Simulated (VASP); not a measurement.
# AlCo (f.blda) (Pm-3m) in VASP: further runs

AlCo (f.blda) is run at these levels: LDA; tasks: single point, relaxation of cell and atoms.

All numbers are computed with VASP 6.6.1; they aren't measurements. Logs are shortened: lines on timing, memory, paths and dates and some standing lists are left out, and cuts for length are marked.

**1. The cell of the first run**

It takes space group Pm-3m (No. 221, cubic). The conventional cell has a = 2.820 Å, b = 2.820 Å, c = 2.820 Å, α = 90.00°, β = 90.00°, γ = 90.00°. Within 3.2 Å of Co (site symmetry m-3m) lie 8 Al at 2.44 Å and 6 Co at 2.82 Å. Al (site symmetry m-3m) has 8 Co at 2.44 Å and 6 Al at 2.82 Å within 3.2 Å.

**2. Single point, LDA**

Input file INCAR:

```
ALGO     = Normal         # electronic algorithm
EDIFF    = 1E-6           # SCF threshold, eV
ENCUT    = 600            # plane-wave cutoff, eV
GGA      = CA             # functional
GGA_COMPAT= False        
ISIF     = 2              # what is computed and relaxed
ISMEAR   = 0              # smearing method
LASPH    = True           # aspherical terms in the spheres
LCHARG   = False          # write CHGCAR
LREAL    = False          # projectors in reciprocal space
LWAVE    = False          # write WAVECAR
NBANDS   = 13             # bands
NELM     = 120            # most SCF steps
PREC     = Accurate       # precision mode
SIGMA    = 0.1            # smearing width, eV
```

Input file KPOINTS:

```
k-points
0
Gamma
  6 6 6
```

Input file POSCAR:

```
AlCo
1.0
    2.8200000000      0.0000000000      0.0000000000
    0.0000000000      2.8200000000      0.0000000000
    0.0000000000      0.0000000000      2.8200000000
Co Al
1 1
Direct
    0.0000000000      0.0000000000      0.0000000000
    0.5000000000      0.5000000000      0.5000000000
```

Potentials or basis: VASP PAW LDA potentials, release 64 (Co, Al).

On the command line:

```bash
cat potpaw_LDA.64/Co/POTCAR potpaw_LDA.64/Al/POTCAR > POTCAR
mpirun -np 1 vasp_std > vasp.out
```

OUTCAR:

```text
EDIFF = 1E-6
   ENCUT = 600
   GGA = CA
   ISIF = 2
   ISMEAR = 0
   LASPH = True
   LREAL = False
   NELM = 120
   PREC = Accurate

 ion  position               nearest neighbor table
   1  0.000  0.000  0.000-   2 2.44   2 2.44   2 2.44   2 2.44   2 2.44   2 2.44   2 2.44   2 2.44

   2  0.500  0.500  0.500-   1 2.44   1 2.44   1 2.44   1 2.44   1 2.44   1 2.44   1 2.44   1 2.44

  LATTYP: Found a simple cubic cell.
 ALAT       =     2.8200000000

  Lattice vectors:

 A1 = (   2.8200000000,   0.0000000000,   0.0000000000)
 A2 = (   0.0000000000,   2.8200000000,   0.0000000000)
 A3 = (   0.0000000000,   0.0000000000,   2.8200000000)

Analysis of symmetry for initial positions (statically):
=====================================================================
 Subroutine PRICEL returns:
 Original cell was already a primitive cell.

 Routine SETGRP: Setting up the symmetry group for a
 simple cubic supercell.

 Subroutine GETGRP returns: Found 48 space group operations
 (whereof 48 operations were pure point group operations)
 out of a pool of 48 trial point group operations.

The static configuration has the point symmetry O_h .

Analysis of symmetry for dynamics (positions and initial velocities):
=====================================================================
 Subroutine PRICEL returns:
 Original cell was already a primitive cell.

 Routine SETGRP: Setting up the symmetry group for a
 simple cubic supercell.

 Subroutine GETGRP returns: Found 48 space group operations
 (whereof 48 operations were pure point group operations)
 out of a pool of 48 trial point group operations.

The dynamic configuration has the point symmetry O_h .

 Subroutine INISYM returns: Found 48 space group operations
 (whereof 48 operations are pure point group operations),
 and found     1 'primitive' translations

----------------------------------------------------------------------------------------

                                     Primitive cell

  volume of cell :      22.4258

  direct lattice vectors                    reciprocal lattice vectors
     2.820000000  0.000000000  0.000000000     0.354609929  0.000000000  0.000000000
     0.000000000  2.820000000  0.000000000     0.000000000  0.354609929  0.000000000
     0.000000000  0.000000000  2.820000000     0.000000000  0.000000000  0.354609929

  length of vectors
     2.820000000  2.820000000  2.820000000     0.354609929  0.354609929  0.354609929

  position of ions in fractional coordinates (direct lattice)
     0.000000000  0.000000000  0.000000000
     0.500000000  0.500000000  0.500000000

  ion indices of the primitive-cell ions
[... 82 lines left out ...]
   NUPDOWN=      -1.0000    fix difference up-down
   EMIN   =  10.00;   EMAX   =-10.00  energy-range for DOS
   EFERMI =   0.00;   METHOD = LEGACY
   ISMEAR =     0;   SIGMA  =   0.10  broadening in eV -4-tet -1-fermi 0-gaus
   EFERMI_NEDOS =   21; number of points for ismear=-14 and -15
   IALGO  =     38    algorithm
   IMIX   =      4    mixing-type and parameters
     AMIX     =   0.40;   BMIX     =  1.00
     AMIX_MAG =   1.60;   BMIX_MAG =  1.00
  volume/ion in A,a.u.               =      11.21        75.67
  Fermi-wavevector in a.u.,A,eV,Ry     =   1.329085  2.511607 24.034247  1.766467
  Thomas-Fermi vector in A             =   2.458274
   LORBIT       =      0    0 simple, 1 ext, 2 COOP (PROOUT), +10 PAW based schemes
   GGA     = CA    functional components
   LHFCALC =     F    Hartree Fock is set to
   AEXX    =    0.0000 exact exchange contribution
   IVDW    =     0    specifies the selected vdW correction
   LEPSILON=     F    determine dielectric tensor
   LRPA    =     F    only Hartree local field effects (RPA)
 non-spin polarized calculation
 Gauss-broadening in eV      SIGMA  =   0.10
  energy-cutoff  :      600.00
  volume of cell :       22.43
 maximum number of plane-waves:       768
 NGX is ok and might be reduce to    24
   NGX = 11   NGY = 11   NGZ = 11

 number of electron      11.9999996 magnetization

 Free energy of the ion-electron system (eV)
  ---------------------------------------------------
  ext. energy  EPLUGINS =         0.00000000
  ---------------------------------------------------
  free energy    TOTEN  =       -13.69883184 eV

  energy without entropy =      -13.69315455  energy(sigma->0) =      -13.69599319

 E-fermi :  10.7730     XC(G=0): -12.6665

 val. band max:       10.7427520547   @ k =   0.5000   0.3333   0.0000
 cond. band min:      10.8888515695   @ k =   0.5000   0.1667   0.0000
 fundamental gap:      0.1460995147
 Fermi energy:        10.7729517462

 k-point     1 :       0.0000    0.0000    0.0000
  band No.  band energies     occupation
      1      -0.4969      2.00000
      2       7.6111      2.00000
      3       7.6111      2.00000
      4       9.8984      2.00000
      5       9.8984      2.00000
      6       9.8984      2.00000
      7      16.8304      0.00000
      8      16.8304      0.00000
      9      16.8304      0.00000
     10      19.6883      0.00000
     11      19.6883      0.00000
     12      26.3373      0.00000
     13      32.6178      0.00000
[... 290 lines left out ...]
  band No.  band energies     occupation
      1       6.6803      2.00000
      2       6.6803      2.00000
      3       6.6803      2.00000
      4      10.5024      1.99987
      5      10.5024      1.99987
      6      13.1576      0.00000
      7      13.1576      0.00000
      8      13.1576      0.00000
      9      15.0455      0.00000
     10      16.3074      0.00000
     11      16.3074      0.00000
     12      16.3074      0.00000
     13      20.1727      0.00000

------------------------ aborting loop because EDIFF is reached ----------------------------------------

  FORCE on cell =-STRESS in cart. coord.  units (eV):
  Direction    XX          YY          ZZ          XY          YZ          ZX
  --------------------------------------------------------------------------------------
  -------------------------------------------------------------------------------------
  Total       -0.6957620     -0.6957620     -0.6957620      0.0000000      0.0000000     -0.0000000
  in kB      -49.7077305    -49.7077305    -49.7077305      0.0000000      0.0000000     -0.0000000
  external PRESSURE =     -49.7077305 kB  Pullay stress =       0.0000000 kB

 VOLUME and BASIS-vectors are now :
 -----------------------------------------------------------------------------
  energy-cutoff  :      600.00
  volume of cell :       22.43
      direct lattice vectors                 reciprocal lattice vectors
     2.820000000  0.000000000  0.000000000     0.354609929  0.000000000  0.000000000
     0.000000000  2.820000000  0.000000000     0.000000000  0.354609929  0.000000000
     0.000000000  0.000000000  2.820000000     0.000000000  0.000000000  0.354609929

 POSITION                                       TOTAL-FORCE (eV/Angst)
 -----------------------------------------------------------------------------------
      0.00000      0.00000      0.00000         0.000000      0.000000      0.000000
      1.41000      1.41000      1.41000         0.000000      0.000000      0.000000
 -----------------------------------------------------------------------------------
    total drift:                                0.000000      0.000000      0.000000

  FREE ENERGIE OF THE ION-ELECTRON SYSTEM (eV)
  ---------------------------------------------------
  free  energy   TOTEN  =       -13.6988318393 eV

  energy  without entropy=      -13.6931545485  energy(sigma->0) =      -13.69599319
```

OSZICAR:

```text
N       E                     dE             d eps       ncg     rms          rms(c)
DAV:   1     0.396070680327E+02    0.39607E+02   -0.55306E+03   520   0.109E+03
DAV:   2    -0.135410877001E+02   -0.53148E+02   -0.49348E+02   565   0.189E+02
DAV:   3    -0.152948350454E+02   -0.17537E+01   -0.17452E+01   620   0.391E+01
DAV:   4    -0.153244552976E+02   -0.29620E-01   -0.29613E-01   627   0.449E+00
DAV:   5    -0.153254494812E+02   -0.99418E-03   -0.99417E-03   654   0.758E-01    0.127E+01
DAV:   6    -0.179875427536E+02   -0.26621E+01   -0.57352E+01   600   0.984E+01    0.176E+01
DAV:   7    -0.137491150448E+02    0.42384E+01   -0.26881E+01   600   0.633E+01    0.177E+00
DAV:   8    -0.137139513259E+02    0.35164E-01   -0.16556E-01   601   0.313E+00    0.115E+00
DAV:   9    -0.136992237962E+02    0.14728E-01   -0.24955E-02   691   0.190E+00    0.303E-01
DAV:  10    -0.136988492526E+02    0.37454E-03   -0.39499E-04   573   0.155E-01    0.146E-01
DAV:  11    -0.136988336699E+02    0.15583E-04   -0.42509E-05   752   0.859E-02    0.162E-02
DAV:  12    -0.136988318819E+02    0.17880E-05   -0.50956E-06   513   0.283E-02    0.522E-03
DAV:  13    -0.136988318393E+02    0.42572E-07   -0.17856E-07   340   0.322E-03
   1 F= -.13698832E+02 E0= -.13695993E+02  d E =-.567729E-02
```

stdout:

```text
POSCAR found type information on POSCAR CoAl
 POSCAR found :  2 types and       2 ions
 scaLAPACK will be used
 LDA part: xc-table for (Slater(with rela. corr.)+CA(PZ))
 , standard interpolation
 POSCAR, INCAR and KPOINTS ok, starting setup
 FFT: planning ... GRIDC
 FFT: planning ... GRID_SOFT
 FFT: planning ... GRID
 WAVECAR not read
 entering main loop
```

Wall time 6.1 s (1 thread of Intel Xeon 8259CL, shared host); peak memory 0.13 GiB.

Results:

```
Free energy            : -13.6988 eV
Pressure               : -5.0 GPa
Band gap on the k mesh : zero (band 6 reaches 13.16 eV, above the bottom of band 7 at 10.46 eV)
```

Caveat: the k points lie up to 0.37 Å⁻¹ apart. Spin polarisation is off, so any magnetic state and its effect on volume and gap are missing.

**3. Single point, LDA**

This run uses another cell than the first one, of 10.90 Å³/atom, 0.972 times its volume.

Input file INCAR:

```
SYSTEM = AlCo
ALGO = Normal
EDIFF = 1E-6
ENCUT = 600
GGA = CA
GGA_COMPAT = .FALSE.
ISIF = 2
ISMEAR = 0
LASPH = .TRUE.
LCHARG = .FALSE.
LREAL = .FALSE.
LWAVE = .FALSE.
NBANDS = 13
NELM = 120
PREC = Accurate
SIGMA = 0.1
```

Input file KPOINTS:

```
k-points
0
G
  14 14 14
  0 0 0
```

Input file POSCAR:

```
AlCo
1.0
    2.7935614174      0.0000000000      0.0000000000
    0.0000000000      2.7935614174      0.0000000000
    0.0000000000      0.0000000000      2.7935614174
Co Al
1 1
Direct
    0.0000000000      0.0000000000      0.0000000000
    0.5000000000      0.5000000000      0.5000000000
```

Potentials or basis: VASP PAW LDA potentials, release 64 (Co, Al).

On the command line:

```bash
cat potpaw_LDA.64/Co/POTCAR potpaw_LDA.64/Al/POTCAR > POTCAR
mpirun -np 1 vasp_std > vasp.out
```

Run time: 22 s. Hardware: 1 thread of Intel Xeon 8259CL, shared host; peak memory 0.16 GiB.

Results (log left out):

```
Free energy            : -13.7120 eV
Pressure               : 0.3 GPa
Band gap on the k mesh : zero (band 6 reaches 13.55 eV, above the bottom of band 7 at 10.83 eV)
```

Levels at points of the mesh, in eV from the Fermi level:
| k point | band 4 | band 5 | band 6 | band 7 | band 8 | band 9 |
| --- | --- | --- | --- | --- | --- | --- |
| (0.00, 0.00, 0.00) | -0.89 | -0.89 | -0.89 | 6.25 | 6.25 | 6.25 |
| (0.50, 0.00, 0.00) | -1.84 | -1.84 | -0.76 | 0.17 | 8.55 | 10.92 |
| (0.50, 0.50, 0.00) | -2.74 | -1.62 | -1.62 | -0.30 | 2.59 | 3.86 |
| (0.50, 0.50, 0.50) | -0.26 | -0.26 | 2.43 | 2.43 | 2.43 | 4.59 |

Spin polarisation is off, so any magnetic state and its effect on volume and gap are missing.

**4. Relaxation of cell and atoms, LDA**

Input file INCAR:

```
PREC = Accurate ; ENCUT = 600
EDIFF = 1E-7 ; ISMEAR = 0
SIGMA = 0.1 ; LREAL = F
LASPH = T ; NELM = 120
ALGO = Normal ; ISIF = 3
LWAVE = F ; LCHARG = F
IBRION = 2 ; NSW = 100
EDIFFG = -0.002 ; GGA_COMPAT = F
NELMIN = 4
```

Input file KPOINTS:

```
Automatic mesh
0
Gamma
  14 14 14
```

Input file POSCAR:

```
AlCo
1.0
    2.8200000000      0.0000000000      0.0000000000
    0.0000000000      2.8200000000      0.0000000000
    0.0000000000      0.0000000000      2.8200000000
Co Al
1 1
Direct
    0.0000000000      0.0000000000      0.0000000000
    0.5000000000      0.5000000000      0.5000000000
```

On the command line:

```bash
cat potpaw_LDA.64/Co/POTCAR potpaw_LDA.64/Al/POTCAR > POTCAR
mpirun -np 1 vasp_std > vasp.out
```

It took 76 s on 1 thread of Intel Xeon 8259CL, shared host; peak memory 0.17 GiB.

Results (log left out):

```
Free energy                            : -13.7123 eV
Relaxed volume                         : 10.92 Å³/atom
Relaxed cell                           : a = 2.795 Å, b = 2.795 Å, c = 2.795 Å, α = 90.00°, β = 90.00°, γ = 90.00°
Space group after relaxing (to 0.05 Å) : Pm-3m (No. 221)
Energy gained by relaxing              : 5.0 meV/atom
Ionic steps                            : 3
Pressure after relaxing                : 0.0 GPa
Band gap on the k mesh                 : zero (band 6 reaches 13.53 eV, above the bottom of band 7 at 10.81 eV)
```

Step by step:
```
step  energy change (eV)  largest force (eV/Å)  pressure (GPa)  volume (Å³)
   1              0.0000                0.0000           -5.25        22.43
   2              0.0005                0.0000            5.92        21.25
   3             -0.0099                0.0000           -0.02        21.84
```

Final structure:
```yaml
crystal:
  lattice:
    - [2.79509, 0.00000, 0.00000]
    - [0.00000, 2.79509, 0.00000]
    - [0.00000, 0.00000, 2.79509]
  atoms:
    - { symbol: Co, position: [0.00000, 0.00000, 0.00000] }
    - { symbol: Al, position: [0.50000, 0.50000, 0.50000] }
```

Levels at points of the mesh, in eV from the Fermi level:
| k point | band 4 | band 5 | band 6 | band 7 | band 8 | band 9 |
| --- | --- | --- | --- | --- | --- | --- |
| (0.00, 0.00, 0.00) | -0.88 | -0.88 | -0.88 | 6.24 | 6.24 | 6.24 |
| (0.50, 0.00, 0.00) | -1.83 | -1.83 | -0.76 | 0.17 | 8.55 | 10.91 |
| (0.50, 0.50, 0.00) | -2.74 | -1.62 | -1.62 | -0.30 | 2.59 | 3.85 |
| (0.50, 0.50, 0.50) | -0.26 | -0.26 | 2.43 | 2.43 | 2.43 | 4.57 |

**5. Overview**

| task | cell | k mesh | gap on the mesh (eV) | pressure (GPa) |
| --- | --- | --- | --- | --- |
| single point | a = 2.820 Å, 2 atoms | 6 × 6 × 6 | none | -5.0 |
| single point | a = 2.794 Å, 2 atoms | 14 × 14 × 14 | none | 0.3 |
| relaxation of cell and atoms | relaxed from a = 2.820 Å, 2 atoms | 14 × 14 × 14 | none | 0.0 |

Alike in all rows: level LDA; potentials or basis VASP PAW LDA potentials, release 64 (Co, Al); no spin polarisation; cutoff (eV) 600; smearing gaussian 0.1 eV.

Caveats: some runs use coarse meshes.

Absolute energies hang on the potentials; compare differences alone.
